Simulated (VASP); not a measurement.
The system is TiTe2.

```
CELL_PARAMETERS angstrom
3.77700 0.00000 0.00000
-1.88850 3.27098 0.00000
0.00000 0.00000 6.49800
ATOMIC_POSITIONS crystal
Ti 0.00000 0.00000 0.00000
Te 0.66667 0.33333 0.26280
Te 0.33333 0.66667 0.73720
```

| Quantity | Value |
| --- | --- |
| Program | VASP 6.6.1 |
| Task | relaxation of cell and atoms |
| Functional | PBE |
| Dispersion | D3(BJ) |
| Potentials or basis | VASP PAW PBE potentials, release 64 (Ti_sv, Te) |
| Cutoff | 600 eV |
| k mesh | 15 × 15 × 8 |
| Occupations | gaussian, width 0.1 eV |
| Spin | no spin polarisation |

At the start: pressure -2.0 GPa; volume 26.76 Å³/atom.

Question: Where does the relaxation end?

Answer: Over 10 steps the energy falls by 12.1 meV/atom and the volume is 25.15 Å³/atom (-6.0 %); space group P-3m1 (No. 164, to 0.1 Å) before and after.

Step by step:
```csv
step,energy change (eV),largest force (eV/Å),pressure (GPa),volume (Å³)
1,0.0000,0.0432,-2.04,80.28
2,-0.0163,0.4427,1.12,76.38
3,-0.0195,0.3248,0.16,77.46
4,-0.0286,0.2020,0.07,76.87
5,-0.0322,0.0556,-0.02,76.18
6,-0.0339,0.0354,-0.07,76.03
7,-0.0361,0.0284,-0.16,75.56
8,-0.0361,0.0233,-0.15,75.59
9,-0.0357,0.0505,0.37,75.09
10,-0.0362,0.0007,0.01,75.44
```

Final structure:
```
Ti Te
1.0
     3.69537    0.00000    0.00000
    -1.84768    3.20028    0.00000
     0.00000    0.00000    6.37889
Ti Te
1 2
Direct
  0.00000 0.00000 0.00000
  0.66667 0.33333 0.27150
  0.33333 0.66667 0.72850
```
